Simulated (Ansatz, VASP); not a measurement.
## TiTe2: VASP beside Ansatz

```
CELL_PARAMETERS angstrom
3.77700 0.00000 0.00000
-1.88850 3.27098 0.00000
0.00000 0.00000 6.49800
ATOMIC_POSITIONS crystal
Te 0.33333 0.66667 0.73720
Te 0.66667 0.33333 0.26280
Ti 0.00000 0.00000 0.00000
```

Alike in both runs: functional PBEsol; k mesh 8 × 8 × 4; occupations fermi-dirac, width 0.05 eV; no spin polarisation; Hubbard terms Ti d U = 5.0 eV.

|  | VASP | Ansatz |
| --- | --- | --- |
| version | VASP 6.6.1 | Ansatz 0.2.0 |
| potentials or method | VASP PAW PBE potentials, release 64 (Te, Ti_sv) | Ansatz PAW |
| plane-wave cutoff (eV) | 520 | 420 |
| valence electrons in the cell | 24 | 44 |
| task | single point | projected density of states |

Ansatz gave:

| Item | Value |
| --- | --- |
| gap on the k mesh at the Fermi level (eV) | none |
| pressure (GPa) | 2.8 |
| traceless stress, the component that is largest in VASP (GPa) | -1.08 |
| rms of the force components (eV/Å) | 0.015 |

Question: Estimate VASP's values.

Answer: gap on the k mesh at the Fermi level (eV): none; pressure (GPa): 1.0; traceless stress, the component that is largest in VASP (GPa): -0.31; rms of the force components (eV/Å): 0.044.

VASP's potentials were made for PBE, not for PBEsol. The programs project onto different local orbitals, so the same U acts differently, and such runs can settle in different states. Atom by atom the forces differ by 0.029 eV/Å (rms over components). A gap of «none» marks a metal or a gap that the smearing closes. VASP's potentials hold 24 valence electrons a cell and Ansatz's 44, so a difference there can come from the potentials and not from the codes.

Neither program's run includes spin-orbit coupling.
